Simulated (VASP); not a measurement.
# MnS (Pm-3m) in VASP: notebook

Runs on MnS. Level: PBEsol. Tasks: single point.

Program: VASP 6.6.1. These are calculated values, not measurements. Logs are shortened: lines on timing, memory, paths and dates and some standing lists are left out, and cuts for length are marked.

### Step 1. The cell of the first run

The structure is cubic, space group Pm-3m (No. 221). The conventional cell has a = 3.099 Å, b = 3.099 Å, c = 3.099 Å, α = 90.00°, β = 90.00°, γ = 90.00°. Mn (site symmetry m-3m) has 8 S at 2.68 Å and 6 Mn at 3.10 Å within 3.5 Å. S (site symmetry m-3m) has 8 Mn at 2.68 Å and 6 S at 3.10 Å within 3.5 Å.

### Step 2. Single point, PBEsol, collinear spin, ferromagnetic start

INCAR

```
PREC = Accurate
ENCUT = 520
EDIFF = 1E-6
ISMEAR = 1
SIGMA = 0.1
LREAL = False
LASPH = True
NELM = 150
ALGO = Normal
ISIF = 2
LWAVE = False
LCHARG = False
ISPIN = 2
MAGMOM = 5.2 0
LORBIT = 11
LMAXMIX = 4
GGA = PS
NBANDS = 20
```

KPOINTS

```
Automatic mesh
0
Gamma
  7 7 7
```

POSCAR

```
MnS
1.0
    3.0990400000      0.0000000000      0.0000000000
    0.0000000000      3.0990400000      0.0000000000
    0.0000000000      0.0000000000      3.0990400000
Mn S
1 1
Direct
    0.5000000000      0.5000000000      0.5000000000
    0.0000000000      0.0000000000      0.0000000000
```

Potentials or basis: VASP PAW PBE potentials, release 64 (Mn_pv, S).

Command:

```
$ cat potpaw_PBE.64/Mn_pv/POTCAR potpaw_PBE.64/S/POTCAR > POTCAR
$ mpirun -np 1 vasp_std > vasp.out
```

OUTCAR:

```text
PREC = Accurate
   ENCUT = 520
   EDIFF = 1E-6
   ISMEAR = 1
   LREAL = False
   LASPH = True
   NELM = 150
   ISIF = 2
   ISPIN = 2
   LORBIT = 11
   GGA = PS

 ion  position               nearest neighbor table
   1  0.500  0.500  0.500-   2 2.68   2 2.68   2 2.68   2 2.68   2 2.68   2 2.68   2 2.68   2 2.68

   2  0.000  0.000  0.000-   1 2.68   1 2.68   1 2.68   1 2.68   1 2.68   1 2.68   1 2.68   1 2.68

  LATTYP: Found a simple cubic cell.
 ALAT       =     3.0990400000

  Lattice vectors:

 A1 = (   3.0990400000,   0.0000000000,   0.0000000000)
 A2 = (   0.0000000000,   3.0990400000,   0.0000000000)
 A3 = (   0.0000000000,   0.0000000000,   3.0990400000)

Analysis of symmetry for initial positions (statically):
=====================================================================
 Subroutine PRICEL returns:
 Original cell was already a primitive cell.

 Routine SETGRP: Setting up the symmetry group for a
 simple cubic supercell.

 Subroutine GETGRP returns: Found 48 space group operations
[... 9 lines left out ...]

 Routine SETGRP: Setting up the symmetry group for a
 simple cubic supercell.

 Subroutine GETGRP returns: Found 48 space group operations
 (whereof 48 operations were pure point group operations)
 out of a pool of 48 trial point group operations.

The dynamic configuration has the point symmetry O_h .

Analysis of structural, dynamic, and magnetic symmetry:
=====================================================================
 Subroutine PRICEL returns:
 Original cell was already a primitive cell.

 Routine SETGRP: Setting up the symmetry group for a
 simple cubic supercell.

 Subroutine GETGRP returns: Found 48 space group operations
 (whereof 48 operations were pure point group operations)
 out of a pool of 48 trial point group operations.

The overall configuration has the point symmetry O_h .

 Subroutine INISYM returns: Found 48 space group operations
[... 5 lines left out ...]
                                     Primitive cell

  volume of cell :      29.7633

  direct lattice vectors                    reciprocal lattice vectors
     3.099040000  0.000000000  0.000000000     0.322680572  0.000000000  0.000000000
     0.000000000  3.099040000  0.000000000     0.000000000  0.322680572  0.000000000
     0.000000000  0.000000000  3.099040000     0.000000000  0.000000000  0.322680572

  length of vectors
     3.099040000  3.099040000  3.099040000     0.322680572  0.322680572  0.322680572

  position of ions in fractional coordinates (direct lattice)
[... 93 lines left out ...]
     AMIX     =   0.40;   BMIX     =  1.00
     AMIX_MAG =   1.60;   BMIX_MAG =  1.00
  volume/ion in A,a.u.               =      14.88       100.43
  Fermi-wavevector in a.u.,A,eV,Ry     =   1.409610  2.663776 27.034766  1.986999
  Thomas-Fermi vector in A             =   2.531648
   LORBIT       =     11    0 simple, 1 ext, 2 COOP (PROOUT), +10 PAW based schemes
   GGA     = PS    functional components
   LHFCALC =     F    Hartree Fock is set to
   AEXX    =    0.0000 exact exchange contribution
   IVDW    =     0    specifies the selected vdW correction
   LEPSILON=     F    determine dielectric tensor
   LRPA    =     F    only Hartree local field effects (RPA)
 spin polarized calculation
 Methfessel and Paxton  Order N= 1 SIGMA  =   0.10
  energy-cutoff  :      520.00
  volume of cell :       29.76
 maximum number of plane-waves:       812
 NGX is ok and might be reduce to    24
   NGX = 11   NGY = 11   NGZ = 11

 number of electron      18.9999973 magnetization       3.3087340

 Free energy of the ion-electron system (eV)
  ---------------------------------------------------
  ext. energy  EPLUGINS =         0.00000000
  ---------------------------------------------------
  free energy    TOTEN  =       -14.16700486 eV

  energy without entropy =      -14.16607296  energy(sigma->0) =      -14.16669423

 E-fermi :   8.2927     XC(G=0): -11.8297

 val. band max:        8.2893679289   @ k =   0.4286   0.4286   0.2857
 cond. band min:       8.3180877349   @ k =   0.2857   0.2857   0.1429
 fundamental gap:      0.0287198059
 Fermi energy:         8.2926625445

 spin component 1

 k-point     1 :       0.0000    0.0000    0.0000
  band No.  band energies     occupation
      1     -41.2973      1.00000
      2     -41.2973      1.00000
      3     -41.2973      1.00000
      4      -7.1891      1.00000
      5       4.9254      1.00000
      6       4.9254      1.00000
[... 436 lines left out ...]
      6       2.1399      1.00000
[... 12 lines left out ...]
     19      27.6265      0.00000
     20      30.3707      0.00000
 Fermi energy:         8.2926625445

 spin component 2

 k-point     1 :       0.0000    0.0000    0.0000
  band No.  band energies     occupation
      1     -37.7961      1.00000
      2     -37.7961      1.00000
      3     -37.7961      1.00000
      4      -7.2015      1.00000
      5       6.4900      1.00000
      6       6.4900      1.00000
[... 449 lines left out ...]
     19      28.0184      0.00000
     20      30.5828      0.00000

------------------------ aborting loop because EDIFF is reached ----------------------------------------

  FORCE on cell =-STRESS in cart. coord.  units (eV):
  Direction    XX          YY          ZZ          XY          YZ          ZX
  --------------------------------------------------------------------------------------
  -------------------------------------------------------------------------------------
  Total       -2.4514389     -2.4514389     -2.4514389     -0.0000000     -0.0000000     -0.0000000
  in kB     -131.9623709   -131.9623709   -131.9623709     -0.0000000     -0.0000000     -0.0000000
  external PRESSURE =    -131.9623709 kB  Pullay stress =       0.0000000 kB

 VOLUME and BASIS-vectors are now :
 -----------------------------------------------------------------------------
  energy-cutoff  :      520.00
  volume of cell :       29.76
      direct lattice vectors                 reciprocal lattice vectors
     3.099040000  0.000000000  0.000000000     0.322680572  0.000000000  0.000000000
     0.000000000  3.099040000  0.000000000     0.000000000  0.322680572  0.000000000
     0.000000000  0.000000000  3.099040000     0.000000000  0.000000000  0.322680572

 POSITION                                       TOTAL-FORCE (eV/Angst)
 -----------------------------------------------------------------------------------
      1.54952      1.54952      1.54952         0.000000      0.000000      0.000000
      0.00000      0.00000      0.00000         0.000000      0.000000      0.000000
 -----------------------------------------------------------------------------------
    total drift:                                0.000000      0.000000     -0.000000

  FREE ENERGIE OF THE ION-ELECTRON SYSTEM (eV)
  ---------------------------------------------------
  free  energy   TOTEN  =       -14.1670048626 eV

  energy  without entropy=      -14.1660729604  energy(sigma->0) =      -14.16669423

 total charge

# of ion       s       p       d       tot
------------------------------------------
    1        0.213   6.167   5.049  11.429
    2        1.368   2.236   0.000   3.604
--------------------------------------------------
tot          1.580   8.403   5.049  15.032

 magnetization (x)

# of ion       s       p       d       tot
------------------------------------------
    1        0.015   0.026   3.274   3.316
    2        0.025  -0.140   0.000  -0.115
--------------------------------------------------
tot          0.040  -0.114   3.274   3.201
```

stdout:

```text
POSCAR found type information on POSCAR MnS
 POSCAR found :  2 types and       2 ions
 scaLAPACK will be used
 -----------------------------------------------------------------------------
|                                                                             |
|                                                                             |
|     You enforced a specific xc type in the INCAR file but a different       |
|     I HOPE YOU KNOW WHAT YOU ARE DOING!                                     |
|                                                                             |
 -----------------------------------------------------------------------------

 LDA part: xc-table for (Slater+PW92), standard interpolation
 POSCAR, INCAR and KPOINTS ok, starting setup
 FFT: planning ... GRIDC
 FFT: planning ... GRID_SOFT
 FFT: planning ... GRID
 WAVECAR not read
 entering main loop
```

It took 13 s on 1 thread of Intel Xeon 6975P-C, shared host; peak memory 0.15 GiB.

Results:

* Free energy: -14.1670 eV
* Pressure: -13.2 GPa
* Net moment: 3.31 μB per cell
* Site moments: Mn +3.32; S -0.12 μB
* Valence electrons inside the program's atomic spheres: Mn 11.43; S 3.60

Levels at points of the mesh, in eV from the Fermi level:
Spin up:
| k point | band 8 | band 9 | band 10 | band 11 | band 12 | band 13 | band 14 | band 15 |
| --- | --- | --- | --- | --- | --- | --- | --- | --- |
| (0.00, 0.00, 0.00) | -1.90 | -1.90 | -1.77 | -1.77 | -1.77 | 1.92 | 6.94 | 6.94 |
Spin down:
```tsv
k point	band 4	band 5	band 6	band 7	band 8	band 9	band 10	band 11	band 12	band 13
(0.00, 0.00, 0.00)	-15.49	-1.80	-1.80	-1.80	-1.14	-1.14	1.38	1.38	1.38	2.69
```

Caveat: the PAW data sets were made with another functional, which shifts forces and pressure a little; a cell with one magnetic atom can't hold antiferromagnetic order, which such compounds often take; semilocal functionals often make such compounds metallic where correlation or magnetic order opens a gap, which also shifts bond lengths.

### Step 3. Single point, PBEsol, collinear spin, ferromagnetic start

INCAR

```
SYSTEM = MnS
  ALGO = Normal
  EDIFF = 1E-7
  ENCUT = 520
  GGA = PS
  ISIF = 2
  ISMEAR = 1
  ISPIN = 2
  LASPH = .True.
  LCHARG = .True.
  LELF = .True.
  LMAXMIX = 4
  LORBIT = 11
  LREAL = .False.
  LVHAR = .True.
  LWAVE = .False.
  MAGMOM = 5.2 0
  NBANDS = 20
  NELM = 150
  PREC = Accurate
  SIGMA = 0.05
```

KPOINTS

```
k-points
0
Gamma
  7 7 7
  0 0 0
```

POSCAR is that of step 2.

Potentials or basis: VASP PAW PBE potentials, release 64 (Mn_pv, S).

Command:

```
$ cat potpaw_PBE.64/Mn_pv/POTCAR potpaw_PBE.64/S/POTCAR > POTCAR
$ mpirun -np 1 vasp_std > vasp.out
```

Wall time 15 s (1 thread of Intel Xeon 6975P-C, shared host); peak memory 0.15 GiB.

It converged, with:

```
Free energy                                           : -14.1666 eV
Pressure                                              : -13.6 GPa
Net moment                                            : 3.27 μB per cell
Site moments                                          : Mn +3.29; S -0.12 μB
Valence electrons inside the program's atomic spheres : Mn 11.43; S 3.60
```

Levels at points of the mesh, in eV from the Fermi level:
Spin up:
```
           k point  band 7  band 8  band 9  band 10  band 11  band 12  band 13  band 14  band 15  band 16
(0.00, 0.00, 0.00)   -1.90   -1.90   -1.90    -1.78    -1.78    -1.78     1.92     6.94     6.94    15.37
```
Spin down:
| k point | band 4 | band 5 | band 6 | band 7 | band 8 | band 9 | band 10 | band 11 | band 12 | band 13 |
| --- | --- | --- | --- | --- | --- | --- | --- | --- | --- | --- |
| (0.00, 0.00, 0.00) | -15.51 | -1.82 | -1.82 | -1.82 | -1.16 | -1.16 | 1.36 | 1.36 | 1.36 | 2.67 |

Caveat: the PAW data sets were made with another functional, which shifts forces and pressure a little; a cell with one magnetic atom can't hold antiferromagnetic order, which such compounds often take; semilocal functionals often make such compounds metallic where correlation or magnetic order opens a gap, which also shifts bond lengths.
